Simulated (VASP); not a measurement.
Set up this calculation in VASP 6.6.1, as the native input.

- Task: single point
- Functional: PBE
- Potentials or basis: VASP PAW PBE potentials, release 64 (Zn, S)
- Cutoff: 520 eV
- k mesh: 9 × 9 × 9
- Occupations: fermi-dirac, width 0.01 eV
- Spin: no spin polarisation
- Dipole correction: no
- Further INCAR settings: ALGO = Normal; EDIFF = 1e-06; NBANDS = 16

The structure of ZnS lies in POSCAR:

```
ZnS
1.0
    0.0000000000      2.7225621114      2.7225621114
    2.7225621114      0.0000000000      2.7225621114
    2.7225621114      2.7225621114      0.0000000000
Zn S
1 1
Direct
    0.0000000000      0.0000000000      0.0000000000
    0.7500000000      0.7500000000      0.7500000000
```

This cell differs from its parent crystal: volume scaled by 1.02.

One way to write it, as run:

INCAR

```
PREC     = Accurate       # precision mode
ENCUT    = 520            # plane-wave cutoff, eV
EDIFF    = 1E-6           # SCF threshold, eV
ISMEAR   = -1             # smearing method
SIGMA    = 0.01           # smearing width, eV
LREAL    = F              # projectors in reciprocal space
LASPH    = T              # aspherical terms in the spheres
NELM     = 60             # most SCF steps
ALGO     = Normal         # electronic algorithm
ISIF     = 2              # what is computed and relaxed
LWAVE    = F              # write WAVECAR
LCHARG   = T              # write CHGCAR
GGA      = PE             # functional
LELF     = T              # ELF
LVHAR    = T            
NBANDS   = 16             # bands
```

KPOINTS

```
Automatic mesh
0
Gamma
  9 9 9
```

Potentials or basis: VASP PAW PBE potentials, release 64 (Zn, S).

Launch:

```bash
$ cat potpaw_PBE.64/Zn/POTCAR potpaw_PBE.64/S/POTCAR > POTCAR
$ mpirun -np 1 vasp_std > vasp.out
```

Results of the run:

```
Pressure               : 0.1 GPa
Band gap on the k mesh : 2.01 eV, direct
```

Run time: 13 s on 1 thread of Intel Xeon 6975P-C, with other jobs on the host, peak memory 0.18 GiB.
